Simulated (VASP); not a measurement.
A run of VASP 6.6.1 is set up as follows.

The input INCAR:

```
SYSTEM = P
PREC = Accurate
ENCUT = 520
EDIFF = 1E-7
ISMEAR = -1
SIGMA = 0.1
LREAL = .False.
LASPH = .True.
NELM = 100
ALGO = Normal
ISIF = 2
LWAVE = .False.
LCHARG = .False.
GGA = PE
NBANDS = 8
```

KPOINTS

```
Automatic mesh
0
Gamma
  16 16 16
  0 0 0
```

File POSCAR:

```
P
1.0
   -1.5660807255      1.5660807255      1.5660807255
    1.5660807255     -1.5660807255      1.5660807255
    1.5660807255      1.5660807255     -1.5660807255
P
1
Direct
    0.0000000000      0.0000000000      0.0000000000
```

Potentials or basis: VASP PAW PBE potentials, release 64 (P).

The run is started by

```console
$ cat potpaw_PBE.64/P/POTCAR > POTCAR
$ mpirun -np 1 vasp_std > vasp.out
```

Problem. Predict the pressure.

Solution. -6.6 GPa.
